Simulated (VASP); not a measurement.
# B (Pm-3m) in VASP: settings compared

B is run at these levels: PBEsol-based global hybrid with 25 % exact exchange, B3LYP; tasks: single point.

Everything below comes from runs of VASP 6.6.1. Logs are shortened: lines on timing, memory, paths and dates and some standing lists are left out, and cuts for length are marked.

## 1. The cell of the first run

The structure is cubic, space group Pm-3m (No. 221). The conventional cell has a = 1.868 Å, b = 1.868 Å, c = 1.868 Å, α = 90.00°, β = 90.00°, γ = 90.00°. B (site symmetry m-3m) has 6 B at 1.87 Å within 2.5 Å.

This isn't the form of B at room conditions, which is rhombohedral.

## 2. Single point, PBEsol-based global hybrid with 25 % exact exchange

Contents of POSCAR:

```
B
1.0
    1.8679917369      0.0000000000      0.0000000000
    0.0000000000      1.8679917369      0.0000000000
    0.0000000000      0.0000000000      1.8679917369
B
1
Direct
    0.5000000000      0.5000000000      0.5000000000
```

Contents of INCAR.step1:

```
SYSTEM = B
ALGO     = Normal         ! electronic algorithm
EDIFF    = 1E-5           ! SCF threshold, eV
ENCUT    = 520            ! plane-wave cutoff, eV
GGA      = PE             ! functional
ISIF     = 2              ! what is computed and relaxed
ISMEAR   = -1             ! smearing method
LASPH    = .True.         ! aspherical terms in the spheres
LCHARG   = .False.        ! write CHGCAR
LREAL    = .False.        ! projectors in reciprocal space
LWAVE    = .True.         ! write WAVECAR
NBANDS   = 8              ! bands
NELM     = 100            ! most SCF steps
PREC     = Accurate       ! precision mode
SIGMA    = 0.05           ! smearing width, eV
```

Contents of INCAR.step2:

```
SYSTEM = B
AEXX     = 0.25           ! exact-exchange fraction
ALGO     = Normal         ! electronic algorithm
EDIFF    = 1E-6           ! SCF threshold, eV
ENCUT    = 520            ! plane-wave cutoff, eV
GGA      = PS             ! functional
ISIF     = 2              ! what is computed and relaxed
ISMEAR   = -1             ! smearing method
ISTART   = 1            
LASPH    = .True.         ! aspherical terms in the spheres
LCHARG   = .False.        ! write CHGCAR
LHFCALC  = .True.         ! exact exchange
LREAL    = .False.        ! projectors in reciprocal space
LWAVE    = .False.        ! write WAVECAR
NBANDS   = 8              ! bands
NELM     = 100            ! most SCF steps
PREC     = Accurate       ! precision mode
PRECFOCK = Normal       
SIGMA    = 0.05           ! smearing width, eV
```

Contents of KPOINTS:

```
k-points
0
Gamma
  7 7 7
  0 0 0
```

Potentials or basis: VASP PAW PBE potentials, release 64 (B).

The run is started by

```bash
$ cat potpaw_PBE.64/B/POTCAR > POTCAR
$ cp INCAR.step1 INCAR
$ mpirun -np 1 vasp_std > vasp.out
$ cp INCAR.step2 INCAR
$ mpirun -np 1 vasp_std > vasp.out
```

OUTCAR:

```text
SYSTEM = B
   AEXX = 0.25
   EDIFF = 1E-6
   ENCUT = 520
   GGA = PS
   ISIF = 2
   ISMEAR = -1
   ISTART = 1
   LASPH = .True.
   LHFCALC = .True.
   LREAL = .False.
   NELM = 100
   PREC = Accurate
   PRECFOCK = Normal

 ion  position               nearest neighbor table
   1  0.500  0.500  0.500-

  LATTYP: Found a simple cubic cell.
 ALAT       =     1.8679917369

  Lattice vectors:

 A1 = (   1.8679917369,   0.0000000000,   0.0000000000)
 A2 = (   0.0000000000,   1.8679917369,   0.0000000000)
 A3 = (   0.0000000000,   0.0000000000,   1.8679917369)

Analysis of symmetry for initial positions (statically):
=====================================================================
 Subroutine PRICEL returns:
 Original cell was already a primitive cell.

 Routine SETGRP: Setting up the symmetry group for a
 simple cubic supercell.

 Subroutine GETGRP returns: Found 48 space group operations
 (whereof 48 operations were pure point group operations)
 out of a pool of 48 trial point group operations.

The static configuration has the point symmetry O_h .

Analysis of symmetry for dynamics (positions and initial velocities):
=====================================================================
 Subroutine PRICEL returns:
 Original cell was already a primitive cell.

 Routine SETGRP: Setting up the symmetry group for a
 simple cubic supercell.

 Subroutine GETGRP returns: Found 48 space group operations
 (whereof 48 operations were pure point group operations)
 out of a pool of 48 trial point group operations.

The dynamic configuration has the point symmetry O_h .

 Subroutine INISYM returns: Found 48 space group operations
 (whereof 48 operations are pure point group operations),
 and found     1 'primitive' translations

----------------------------------------------------------------------------------------

                                     Primitive cell

  volume of cell :       6.5182

  direct lattice vectors                    reciprocal lattice vectors
     1.867991737  0.000000000  0.000000000     0.535334274  0.000000000  0.000000000
     0.000000000  1.867991737  0.000000000     0.000000000  0.535334274  0.000000000
     0.000000000  0.000000000  1.867991737     0.000000000  0.000000000  0.535334274

  length of vectors
     1.867991737  1.867991737  1.867991737     0.535334274  0.535334274  0.535334274

  position of ions in fractional coordinates (direct lattice)
     0.500000000  0.500000000  0.500000000

  ion indices of the primitive-cell ions
   primitive index   ion index
                 1           1

----------------------------------------------------------------------------------------

 KPOINTS: k-points

Automatic generation of k-mesh.
 Grid dimensions read from file:
 generate k-points for:    7    7    7

 Generating k-lattice:

  Cartesian coordinates                     Fractional coordinates (reciprocal lattice)
     0.076476325  0.000000000  0.000000000     0.142857143  0.000000000  0.000000000
     0.000000000  0.076476325  0.000000000     0.000000000  0.142857143  0.000000000
     0.000000000  0.000000000  0.076476325     0.000000000  0.000000000  0.142857143

  Length of vectors
     0.076476325  0.076476325  0.076476325

  Shift w.r.t. Gamma in fractional coordinates (k-lattice)
     0.000000000  0.000000000  0.000000000

 Subroutine IBZKPT returns following result:
 ===========================================

 Found     20 irreducible k-points:

 Following reciprocal coordinates:
            Coordinates               Weight
  0.000000  0.000000  0.000000      1.000000
  0.142857  0.000000  0.000000      6.000000
  0.285714  0.000000  0.000000      6.000000
  0.428571  0.000000  0.000000      6.000000
  0.142857  0.142857  0.000000     12.000000
  0.285714  0.142857  0.000000     24.000000
[... 12 lines left out ...]
  0.428571  0.428571  0.285714     24.000000
  0.428571  0.428571  0.428571      8.000000
   k-points           NKPTS =     20   k-points in BZ     NKDIM =    343   number of bands    NBANDS=      8
   number of dos      NEDOS =    301   number of ions     NIONS =      1
   total plane-waves  NPLWV =   2744
   dimension x,y,z NGX =    14 NGY =   14 NGZ =   14
   dimension x,y,z NGXF=    28 NGYF=   28 NGZF=   28
   ions per type =               1
   NGX,Y,Z   is equivalent  to a cutoff of  12.46, 12.46, 12.46 a.u.
   NGXF,Y,Z  is equivalent  to a cutoff of  24.92, 24.92, 24.92 a.u.
 SYSTEM =  B
   PREC   = accura    normal or accurate (medium, high low for compatibility)
   ISTART =      1    job   : 0-new  1-cont  2-samecut
   ICHARG =      0    charge: 1-file 2-atom 10-const
   ISPIN  =      1    spin polarized calculation?
   LNONCOLLINEAR =      F non collinear calculations
   LSORBIT =      F    spin-orbit coupling
   LASPH  =      T    aspherical Exc in radial PAW
   ENCUT  =  520.0 eV  38.22 Ry    6.18 a.u.   3.47  3.47  3.47*2*pi/ulx,y,z
   NELM   =    100;   NELMIN=  2; NELMDL=  0     # of ELM steps
   EDIFF  = 0.1E-05   stopping-criterion for ELM
   LREAL  =      F    real-space projection
   EDIFFG = 0.1E-04   stopping-criterion for IOM
   NSW    =      0    number of steps for IOM
   IBRION =     -1    ionic relax: 0-MD 1-quasi-New 2-CG
   NFREE  =      0    steps in history (QN), initial steepest desc. (CG)
   ISIF   =      2    stress and relaxation
   ISYM   =      3    0-nonsym 1-usesym 2-fastsym
   POTIM  = 0.5000    time-step for ionic-motion
   TEBEG  =    0.0;   TEEND  =   0.0 temperature during run
   PSTRESS=    0.0 pullay stress
   NELECT =       3.0000    total number of electrons
   NUPDOWN=      -1.0000    fix difference up-down
   EMIN   =  10.00;   EMAX   =-10.00  energy-range for DOS
   EFERMI =   0.00;   METHOD = LEGACY
   ISMEAR =    -1;   SIGMA  =   0.05  broadening in eV -4-tet -1-fermi 0-gaus
   EFERMI_NEDOS =   21; number of points for ismear=-14 and -15
   IALGO  =     38    algorithm
   IMIX   =      1    mixing-type and parameters
     AMIX     =   0.40;   BMIX     =  1.00
     AMIX_MAG =   1.60;   BMIX_MAG =  1.00
  volume/ion in A,a.u.               =       6.52        43.99
  Fermi-wavevector in a.u.,A,eV,Ry     =   1.263980  2.388576 21.737296  1.597646
  Thomas-Fermi vector in A             =   2.397309
   LORBIT       =      0    0 simple, 1 ext, 2 COOP (PROOUT), +10 PAW based schemes
   GGA     = PS    functional components
   LHFCALC =     T    Hartree Fock is set to
   PRECFOCK=normal    Normal, Fast or Accurate (Low or Medium for compatibility)
   ENCUT4O =  -1.0   cutoff for four orbital integrals eV
   NKREDX  =     1    reduce k-point grid by
   NKREDY  =     1    reduce k-point grid by
   NKREDZ  =     1    reduce k-point grid by
   AEXX    =    0.2500 exact exchange contribution
   HFSCREEN=    0.0000 screening length (either q_TF or 0.3 A-1)
   HFSCREENC=   0.0000 screening length for correlation (either q_TF or 0.3 A-1)
   ENCUTFOCK=  -1.0 apply spherical cutoff to Coloumb kernel
   IVDW    =     0    specifies the selected vdW correction
   LEPSILON=     F    determine dielectric tensor
   LRPA    =     F    only Hartree local field effects (RPA)
 non-spin polarized calculation
  energy-cutoff  :      520.00
  volume of cell :        6.52
 maximum number of plane-waves:       183
 NGX is ok and might be reduce to    14
  NGX = 12; NGY = 12; NGZ = 12

 number of electron       3.0000000 magnetization

 Free energy of the ion-electron system (eV)
  ---------------------------------------------------
  ext. energy  EPLUGINS =         0.00000000
  ---------------------------------------------------
  free energy    TOTEN  =        -6.85653561 eV

  energy without entropy =       -6.85244871  energy(sigma->0) =       -6.85449216

 E-fermi :   6.9683     XC(G=0):  -9.8207

 val. band max:        6.9187672623   @ k =   0.4286   0.2857   0.2857
 cond. band min:       8.8297565590   @ k =   0.4286   0.4286   0.2857
 fundamental gap:      1.9109892968
 Fermi energy:         6.9682871976

 k-point     1 :       0.0000    0.0000    0.0000
  band No.  band energies     occupation
      1     -11.3938      2.00000
      2      23.0795      0.00000
      3      23.0795      0.00000
      4      23.0795      0.00000
      5      33.3648      0.00000
      6      33.3648      0.00000
      7      42.8594      0.00000
      8      63.7730      0.00000

 k-point     2 :       0.1429    0.0000    0.0000
  band No.  band energies     occupation
      1     -10.6172      2.00000
      2      17.4525      0.00000
      3      23.6913      0.00000
      4      23.6913      0.00000
      5      34.2122      0.00000
      6      39.2765      0.00000
      7      42.7911      0.00000
      8      59.0360      0.00000

 k-point     3 :       0.2857    0.0000    0.0000
  band No.  band energies     occupation
      1      -8.2885      2.00000
      2       9.4872      0.00000
      3      25.3070      0.00000
      4      25.3070      0.00000
      5      36.6797      0.00000
      6      40.5981      0.00000
      7      49.0910      0.00000
      8      51.6971      0.00000

 k-point     4 :       0.4286    0.0000    0.0000
  band No.  band energies     occupation
      1      -4.4695      2.00000
      2       1.6562      2.00000
      3      26.9960      0.00000
      4      26.9960      0.00000
      5      39.7400      0.00000
      6      40.1675      0.00000
      7      46.8509      0.00000
      8      46.8509      0.00000

 k-point     5 :       0.1429    0.1429    0.0000
  band No.  band energies     occupation
      1      -9.8398      2.00000
      2      16.6317      0.00000
      3      19.9917      0.00000
      4      24.2948      0.00000
      5      37.7291      0.00000
      6      41.4522      0.00000
      7      42.3973      0.00000
      8      55.1749      0.00000

 k-point     6 :       0.2857    0.1429    0.0000
  band No.  band energies     occupation
      1      -7.5107      2.00000
      2       9.9297      0.00000
      3      20.8907      0.00000
      4      25.8836      0.00000
      5      37.4623      0.00000
      6      40.7212      0.00000
      7      49.2912      0.00000
      8      50.9440      0.00000

 k-point     7 :       0.4286    0.1429    0.0000
  band No.  band energies     occupation
      1      -3.6851      2.00000
      2       2.2760      2.00000
      3      23.1746      0.00000
      4      27.5329      0.00000
      5      33.6380      0.00000
      6      43.6139      0.00000
      7      46.7738      0.00000
      8      47.6792      0.00000
[... 89 lines left out ...]
 k-point    16 :       0.4286    0.4286    0.1429
  band No.  band energies     occupation
      1       2.8368      2.00000
      2       5.7419      2.00000
      3      13.4925      0.00000
      4      19.4363      0.00000
      5      29.3783      0.00000
      6      40.5158      0.00000
      7      41.6164      0.00000
      8      51.5685      0.00000

 k-point    17 :       0.2857    0.2857    0.2857
  band No.  band energies     occupation
      1      -2.0854      2.00000
      2      12.5717      0.00000
      3      12.5717      0.00000
      4      23.3187      0.00000
      5      32.7037      0.00000
      6      36.1468      0.00000
      7      36.1468      0.00000
      8      54.8408      0.00000

 k-point    18 :       0.4286    0.2857    0.2857
  band No.  band energies     occupation
      1       1.6999      2.00000
      2       6.9188      1.45833
      3      15.1862      0.00000
      4      24.8254      0.00000
      5      28.6209      0.00000
      6      30.3156      0.00000
      7      37.9550      0.00000
      8      48.8484      0.00000

 k-point    19 :       0.4286    0.4286    0.2857
  band No.  band energies     occupation
      1       5.2058      2.00000
      2       8.8298      0.00000
      3      12.9639      0.00000
      4      21.7659      0.00000
      5      27.7409      0.00000
      6      32.2578      0.00000
      7      32.7160      0.00000
      8      42.1165      0.00000

 k-point    20 :       0.4286    0.4286    0.4286
  band No.  band energies     occupation
      1      11.3937      0.00000
      2      13.6528      0.00000
      3      13.6528      0.00000
      4      25.4287      0.00000
      5      27.9499      0.00000
      6      27.9499      0.00000
      7      29.3247      0.00000
      8      35.7724      0.00000

------------------------ aborting loop because EDIFF is reached ----------------------------------------

  FORCE on cell =-STRESS in cart. coord.  units (eV):
  Direction    XX          YY          ZZ          XY          YZ          ZX
  --------------------------------------------------------------------------------------
  -------------------------------------------------------------------------------------
  Total       -0.0015487     -0.0015487     -0.0015487     -0.0000000      0.0000000     -0.0000000
  in kB       -0.3806655     -0.3806655     -0.3806655     -0.0000000      0.0000000     -0.0000000
  external PRESSURE =      -0.3806655 kB  Pullay stress =       0.0000000 kB

 VOLUME and BASIS-vectors are now :
 -----------------------------------------------------------------------------
  energy-cutoff  :      520.00
  volume of cell :        6.52
      direct lattice vectors                 reciprocal lattice vectors
     1.867991737  0.000000000  0.000000000     0.535334274  0.000000000  0.000000000
     0.000000000  1.867991737  0.000000000     0.000000000  0.535334274  0.000000000
     0.000000000  0.000000000  1.867991737     0.000000000  0.000000000  0.535334274

 POSITION                                       TOTAL-FORCE (eV/Angst)
 -----------------------------------------------------------------------------------
      0.93400      0.93400      0.93400         0.000000      0.000000      0.000000
 -----------------------------------------------------------------------------------
    total drift:                                0.000000      0.000000      0.000000

  FREE ENERGIE OF THE ION-ELECTRON SYSTEM (eV)
  ---------------------------------------------------
  free  energy   TOTEN  =        -6.8565356063 eV

  energy  without entropy=       -6.8524487076  energy(sigma->0) =       -6.85449216
```

Wall time 45 s (1 thread of Intel Xeon 8259CL, shared host); peak memory 0.11 GiB.

Results:

- Free energy: -6.8565 eV
- Pressure: 0.0 GPa
- Band gap on the k mesh: zero (an odd number of electrons rules out a gap without spin polarisation)

Caveat: the k points lie up to 0.48 Å⁻¹ apart, too coarse for converged energies and pressures of a metal; the PAW data sets were made with another functional, which shifts forces and pressure a little.

## 3. Single point, B3LYP

This run uses another cell than the first one, of 6.70 Å³/atom.

Contents of POSCAR:

```
B
1.0
    1.8852400000      0.0000000000      0.0000000000
    0.0000000000      1.8852400000      0.0000000000
    0.0000000000      0.0000000000      1.8852400000
B
1
Direct
    0.5000000000      0.5000000000      0.5000000000
```

Contents of INCAR.step1:

```
SYSTEM = B
ALGO = Normal
EDIFF = 1E-5
ENCUT = 520
GGA = PE
ISIF = 2
ISMEAR = -1
LASPH = .True.
LREAL = .False.
LWAVE = .True.
NBANDS = 8
NELM = 100
PREC = Accurate
SIGMA = 0.05
```

Contents of INCAR.step2:

```
SYSTEM = B
AEXX = 0.2
AGGAC = 0.81
AGGAX = 0.72
ALDAC = 0.19
ALGO = Normal
EDIFF = 1E-6
ENCUT = 520
GGA = B3
ISIF = 2
ISMEAR = -1
ISTART = 1
LASPH = .True.
LCHARG = .True.
LELF = .True.
LHFCALC = .True.
LREAL = .False.
LVHAR = .True.
LWAVE = .False.
NBANDS = 8
NELM = 100
PREC = Accurate
PRECFOCK = Normal
SIGMA = 0.05
```

KPOINTS is that of step 2.

Potentials or basis: VASP PAW PBE potentials, release 64 (B).

The run is started by

```bash
$ cat potpaw_PBE.64/B/POTCAR > POTCAR
$ cp INCAR.step1 INCAR
$ mpirun -np 1 vasp_std > vasp.out
$ cp INCAR.step2 INCAR
$ mpirun -np 1 vasp_std > vasp.out
```

Run time: 43 s. Hardware: 1 thread of Intel Xeon 8259CL, shared host; peak memory 0.11 GiB.

It converged, with:

```yaml
Free_energy: -5.7651 eV
Pressure: 1.3 GPa
Band_gap_on_the_k_mesh: zero (an odd number of electrons rules out a gap without spin polarisation)
```

Levels at points of the mesh, in eV from the Fermi level:
```csv
k point,band 1,band 2,band 3,band 4,band 5
"(0.00, 0.00, 0.00)",-17.40,15.19,15.19,15.19,25.80
```

Caveat: the k points lie up to 0.48 Å⁻¹ apart, too coarse for converged energies and pressures of a metal; the PAW data sets were made with another functional, which shifts forces and pressure a little.
